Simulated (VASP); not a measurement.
# I (Fmmm) in VASP: a series of runs

The runs below take I through single point, with PBE, r2SCAN.

Program: VASP 6.6.1. These are calculated values, not measurements. Logs are shortened: lines on timing, memory, paths and dates and some standing lists are left out, and cuts for length are marked.

## (1) The cell of the first run

Symmetry: Fmmm, No. 69, orthorhombic system. Conventional cell: a = 4.384 Å, b = 4.731 Å, c = 7.820 Å, α = 90.00°, β = 90.00°, γ = 90.00°. Within 4.2 Å of I (site symmetry mmm) lie 4 I at 3.23 Å.

## (2) Single point, PBE

The input, INCAR:

```
ALGO = Normal ; EDIFF = 1E-6
ENCUT = 520 ; GGA = PE
ISIF = 2 ; ISMEAR = 0
LASPH = T ; LCHARG = F
LREAL = F ; LWAVE = F
NBANDS = 10 ; NELM = 80
PREC = Accurate ; SIGMA = 0.022
```

The input, KPOINTS:

```
k-points
0
Gamma
  9 9 9
```

The input, POSCAR:

```
I
1.0
    0.0000000000      2.3656004428      3.9098401324
    2.1922454667      0.0000000000      3.9098401324
    2.1922454667      2.3656004428      0.0000000000
I
1
Direct
    0.0000000000      0.0000000000      0.0000000000
```

Potentials or basis: VASP PAW PBE potentials, release 64 (I).

Run with:

```sh
$ cat potpaw_PBE.64/I/POTCAR > POTCAR
$ mpirun -np 1 vasp_std > vasp.out
```

OUTCAR:

```text
EDIFF = 1E-6
   ENCUT = 520
   GGA = PE
   ISIF = 2
   ISMEAR = 0
   LASPH = T
   LREAL = F
   NELM = 80
   PREC = Accurate

 ion  position               nearest neighbor table
   1  0.000  0.000  0.000-

  LATTYP: Found a face centered orthorhombic cell.
 ALAT       =     4.3844909334
 B/A-ratio  =     1.0790764441
 C/A-ratio  =     1.7834864717

  Lattice vectors:

 A1 = (   0.0000000000,   2.3656004428,   3.9098401324)
 A2 = (   2.1922454667,   0.0000000000,   3.9098401324)
 A3 = (   2.1922454667,   2.3656004428,   0.0000000000)

Analysis of symmetry for initial positions (statically):
=====================================================================
 Subroutine PRICEL returns:
 Original cell was already a primitive cell.

 Routine SETGRP: Setting up the symmetry group for a
 face centered orthorhombic supercell.

 Subroutine GETGRP returns: Found  8 space group operations
 (whereof  8 operations were pure point group operations)
 out of a pool of  8 trial point group operations.

The static configuration has the point symmetry D_2h.

Analysis of symmetry for dynamics (positions and initial velocities):
=====================================================================
 Subroutine PRICEL returns:
 Original cell was already a primitive cell.

 Routine SETGRP: Setting up the symmetry group for a
 face centered orthorhombic supercell.

 Subroutine GETGRP returns: Found  8 space group operations
 (whereof  8 operations were pure point group operations)
 out of a pool of  8 trial point group operations.

The dynamic configuration has the point symmetry D_2h.

 Subroutine INISYM returns: Found  8 space group operations
 (whereof  8 operations are pure point group operations),
 and found     1 'primitive' translations

----------------------------------------------------------------------------------------

                                     Primitive cell

  volume of cell :      40.5527

  direct lattice vectors                    reciprocal lattice vectors
     0.000000000  2.365600443  3.909840132    -0.228076649  0.211362828  0.127882467
     2.192245467  0.000000000  3.909840132     0.228076649 -0.211362828  0.127882467
     2.192245467  2.365600443  0.000000000     0.228076649  0.211362828 -0.127882467

  length of vectors
     4.569782852  4.482498193  3.225214046     0.336224818  0.336224818  0.336224818

  position of ions in fractional coordinates (direct lattice)
     0.000000000  0.000000000  0.000000000

  ion indices of the primitive-cell ions
   primitive index   ion index
                 1           1

----------------------------------------------------------------------------------------

 KPOINTS: k-points

Automatic generation of k-mesh.
 Grid dimensions read from file:
 generate k-points for:    9    9    9

 Generating k-lattice:

  Cartesian coordinates                     Fractional coordinates (reciprocal lattice)
    -0.025341850  0.023484759  0.014209163     0.111111111  0.000000000  0.000000000
     0.025341850 -0.023484759  0.014209163     0.000000000  0.111111111  0.000000000
     0.025341850  0.023484759 -0.014209163     0.000000000  0.000000000  0.111111111

  Length of vectors
     0.037358313  0.037358313  0.037358313

  Shift w.r.t. Gamma in fractional coordinates (k-lattice)
     0.000000000  0.000000000  0.000000000

 Subroutine IBZKPT returns following result:
 ===========================================

 Found    125 irreducible k-points:

 Following reciprocal coordinates:
            Coordinates               Weight
  0.000000  0.000000  0.000000      1.000000
  0.111111  0.000000  0.000000      8.000000
  0.222222  0.000000  0.000000      8.000000
  0.333333  0.000000  0.000000      8.000000
  0.444444  0.000000  0.000000      8.000000
  0.111111  0.111111  0.000000      2.000000
[... 16 lines left out ...]
 -0.333333  0.333333 -0.000000      4.000000
  0.444444  0.444444  0.000000      2.000000
 [... further k-points ...]
   k-points           NKPTS =    125   k-points in BZ     NKDIM =    125   number of bands    NBANDS=     10
   number of dos      NEDOS =    301   number of ions     NIONS =      1
   total plane-waves  NPLWV =  31104
   dimension x,y,z NGX =    36 NGY =   36 NGZ =   24
   dimension x,y,z NGXF=    72 NGYF=   72 NGZF=   48
   ions per type =               1
   NGX,Y,Z   is equivalent  to a cutoff of  13.10, 13.35, 12.37 a.u.
   NGXF,Y,Z  is equivalent  to a cutoff of  26.19, 26.70, 24.74 a.u.
 SYSTEM =  unknown system
   PREC   = accura    normal or accurate (medium, high low for compatibility)
   ISTART =      0    job   : 0-new  1-cont  2-samecut
   ICHARG =      2    charge: 1-file 2-atom 10-const
   ISPIN  =      1    spin polarized calculation?
   LNONCOLLINEAR =      F non collinear calculations
   LSORBIT =      F    spin-orbit coupling
   LASPH  =      T    aspherical Exc in radial PAW
   ENCUT  =  520.0 eV  38.22 Ry    6.18 a.u.   8.50  8.33  6.00*2*pi/ulx,y,z
   NELM   =     80;   NELMIN=  2; NELMDL= -5     # of ELM steps
   EDIFF  = 0.1E-05   stopping-criterion for ELM
   LREAL  =      F    real-space projection
   EDIFFG = 0.1E-04   stopping-criterion for IOM
   NSW    =      0    number of steps for IOM
   IBRION =     -1    ionic relax: 0-MD 1-quasi-New 2-CG
   NFREE  =      0    steps in history (QN), initial steepest desc. (CG)
   ISIF   =      2    stress and relaxation
   ISYM   =      2    0-nonsym 1-usesym 2-fastsym
   POTIM  = 0.5000    time-step for ionic-motion
   TEBEG  =    0.0;   TEEND  =   0.0 temperature during run
   PSTRESS=    0.0 pullay stress
   NELECT =       7.0000    total number of electrons
   NUPDOWN=      -1.0000    fix difference up-down
   EMIN   =  10.00;   EMAX   =-10.00  energy-range for DOS
   EFERMI =   0.00;   METHOD = LEGACY
   ISMEAR =     0;   SIGMA  =   0.02  broadening in eV -4-tet -1-fermi 0-gaus
   EFERMI_NEDOS =   21; number of points for ismear=-14 and -15
   IALGO  =     38    algorithm
   IMIX   =      4    mixing-type and parameters
     AMIX     =   0.40;   BMIX     =  1.00
     AMIX_MAG =   1.60;   BMIX_MAG =  1.00
  volume/ion in A,a.u.               =      40.55       273.66
  Fermi-wavevector in a.u.,A,eV,Ry     =   0.911523  1.722529 11.304731  0.830874
  Thomas-Fermi vector in A             =   2.035812
   LORBIT       =      0    0 simple, 1 ext, 2 COOP (PROOUT), +10 PAW based schemes
   GGA     = PE    functional components
   LHFCALC =     F    Hartree Fock is set to
   AEXX    =    0.0000 exact exchange contribution
   IVDW    =     0    specifies the selected vdW correction
   LEPSILON=     F    determine dielectric tensor
   LRPA    =     F    only Hartree local field effects (RPA)
 non-spin polarized calculation
 Gauss-broadening in eV      SIGMA  =   0.02
  energy-cutoff  :      520.00
  volume of cell :       40.55
 maximum number of plane-waves:      1109
 NGX is ok and might be reduce to    36
   NGX = 17   NGY = 17   NGZ = 11

 number of electron       7.0000000 magnetization

 Free energy of the ion-electron system (eV)
  ---------------------------------------------------
  ext. energy  EPLUGINS =         0.00000000
  ---------------------------------------------------
  free energy    TOTEN  =        -1.38916217 eV

  energy without entropy =       -1.38898192  energy(sigma->0) =       -1.38907204

 E-fermi :   3.4940     XC(G=0):  -8.2597

 val. band max:        3.4762323750   @ k =   0.4444   0.3333   0.1111
 cond. band min:       3.4942864757   @ k =  -0.2222   0.0000   0.1111
 fundamental gap:      0.0180541007
 Fermi energy:         3.4939770935

 k-point     1 :       0.0000    0.0000    0.0000
  band No.  band energies     occupation
      1     -10.3835      2.00000
      2       1.5531      2.00000
      3       4.2736      0.00000
      4       4.5464      0.00000
      5       8.0362      0.00000
      6      10.9730      0.00000
      7      11.7010      0.00000
      8      15.6112      0.00000
      9      15.9270      0.00000
     10      15.9287      0.00000

 k-point     2 :       0.1111    0.0000    0.0000
  band No.  band energies     occupation
      1     -10.2524      2.00000
      2       1.5497      2.00000
      3       3.2982      2.00000
      4       4.5033      0.00000
      5       8.3988      0.00000
      6      11.3602      0.00000
      7      12.7354      0.00000
      8      13.4643      0.00000
      9      15.9172      0.00000
     10      16.6177      0.00000

 k-point     3 :       0.2222    0.0000    0.0000
  band No.  band energies     occupation
      1      -9.8862      2.00000
      2       1.2218      2.00000
      3       1.6738      2.00000
      4       4.7118      0.00000
      5       9.1321      0.00000
      6      11.5838      0.00000
      7      11.7871      0.00000
      8      15.4239      0.00000
      9      16.3479      0.00000
     10      17.0564      0.00000

 k-point     4 :       0.3333    0.0000    0.0000
  band No.  band energies     occupation
      1      -9.3878      2.00000
      2      -0.4915      2.00000
      3       1.6835      2.00000
      4       4.9830      0.00000
      5       8.9823      0.00000
      6      11.8405      0.00000
      7      12.2071      0.00000
      8      15.5817      0.00000
      9      17.0842      0.00000
     10      17.6722      0.00000
[... 222 lines left out ...]
 k-point    22 :      -0.4444    0.3333   -0.0000
  band No.  band energies     occupation
      1      -9.6981      2.00000
      2       0.0311      2.00000
      3       1.1378      2.00000
      4       4.5587      0.00000
      5      11.1898      0.00000
      6      12.2023      0.00000
      7      14.4520      0.00000
      8      16.7503      0.00000
      9      17.2249      0.00000
     10      17.5319      0.00000

 k-point    23 :      -0.3333    0.3333   -0.0000
  band No.  band energies     occupation
      1      -9.2607      2.00000
      2      -0.5826      2.00000
      3       0.6170      2.00000
      4       4.8858      0.00000
      5      10.8554      0.00000
      6      11.7811      0.00000
      7      13.9339      0.00000
      8      15.8756      0.00000
      9      17.7410      0.00000
     10      18.0820      0.00000

 k-point    24 :       0.4444    0.4444    0.0000
  band No.  band energies     occupation
      1     -10.1431      2.00000
      2      -0.5177      2.00000
      3       4.0570      0.00000
      4       4.3500      0.00000
      5      10.4657      0.00000
      6      10.8053      0.00000
      7      13.8619      0.00000
      8      18.2932      0.00000
      9      18.3770      0.00000
     10      18.5666      0.00000

 [... further k-points ...]

------------------------ aborting loop because EDIFF is reached ----------------------------------------

  FORCE on cell =-STRESS in cart. coord.  units (eV):
  Direction    XX          YY          ZZ          XY          YZ          ZX
  --------------------------------------------------------------------------------------
  -------------------------------------------------------------------------------------
  Total        0.0936223      0.0223429      0.1911227      0.0000000      0.0000000      0.0000000
  in kB        3.6988803      0.8827349      7.5509779      0.0000000      0.0000000      0.0000000
  external PRESSURE =       4.0441977 kB  Pullay stress =       0.0000000 kB

 VOLUME and BASIS-vectors are now :
 -----------------------------------------------------------------------------
  energy-cutoff  :      520.00
  volume of cell :       40.55
      direct lattice vectors                 reciprocal lattice vectors
     0.000000000  2.365600443  3.909840132    -0.228076649  0.211362828  0.127882467
     2.192245467  0.000000000  3.909840132     0.228076649 -0.211362828  0.127882467
     2.192245467  2.365600443  0.000000000     0.228076649  0.211362828 -0.127882467

 POSITION                                       TOTAL-FORCE (eV/Angst)
 -----------------------------------------------------------------------------------
      0.00000      0.00000      0.00000         0.000000     -0.000000     -0.000000
 -----------------------------------------------------------------------------------
    total drift:                                0.000000      0.000000      0.000000

  FREE ENERGIE OF THE ION-ELECTRON SYSTEM (eV)
  ---------------------------------------------------
  free  energy   TOTEN  =        -1.3891621705 eV

  energy  without entropy=       -1.3889819173  energy(sigma->0) =       -1.38907204
```

Run time: 57 s. Hardware: 1 thread of Intel Xeon 8259CL, shared host; peak memory 0.2 GiB.

Results:

| Item | Value |
| --- | --- |
| Free energy | -1.3892 eV |
| Pressure | 0.4 GPa |
| Band gap on the k mesh | zero (an odd number of electrons rules out a gap without spin polarisation) |

Stress tensor (GPa, compression positive):
```
0.37 0.00 0.00
0.00 0.09 0.00
0.00 0.00 0.76
```

Caveat: spin-orbit coupling is left out, which moves the levels of the heavy elements; an odd number of electrons without spin polarisation forces a metal; a magnetic or distorted state may lie lower.

## (3) Single point, PBE

The input, INCAR:

```
PREC = Accurate
ENCUT = 520
EDIFF = 1E-7
ISMEAR = 0
SIGMA = 0.023
LREAL = False
LASPH = True
NELM = 60
ALGO = Normal
ISIF = 2
LWAVE = False
LCHARG = True
GGA = PE
LELF = True
LVHAR = True
NBANDS = 10
```

The input, KPOINTS:

```
regular mesh
0
Gamma
  9 9 9
```

POSCAR is that of step 2.

Potentials or basis: VASP PAW PBE potentials, release 64 (I).

Run with:

```sh
$ cat potpaw_PBE.64/I/POTCAR > POTCAR
$ mpirun -np 1 vasp_std > vasp.out
```

Run time: 61 s. Hardware: 1 thread of Intel Xeon 8259CL, shared host; peak memory 0.2 GiB.

The run converged. Its results:

```yaml
Free_energy: -1.3892 eV
Pressure: 0.4 GPa
Band_gap_on_the_k_mesh: zero (an odd number of electrons rules out a gap without spin polarisation)
```

Stress tensor (GPa, compression positive):
```
0.37 0.00 0.00
0.00 0.09 0.00
0.00 0.00 0.76
```

Levels at points of the mesh, in eV from the Fermi level:
```
           k point  band 1  band 2  band 3  band 4  band 5  band 6  band 7  band 8
(0.00, 0.00, 0.00)  -13.88   -1.94    0.78    1.05    4.54    7.48    8.21   12.12
```

Caveat: spin-orbit coupling is left out, which moves the levels of the heavy elements; an odd number of electrons without spin polarisation forces a metal; a magnetic or distorted state may lie lower.

(Continued in part 2 of 2.)
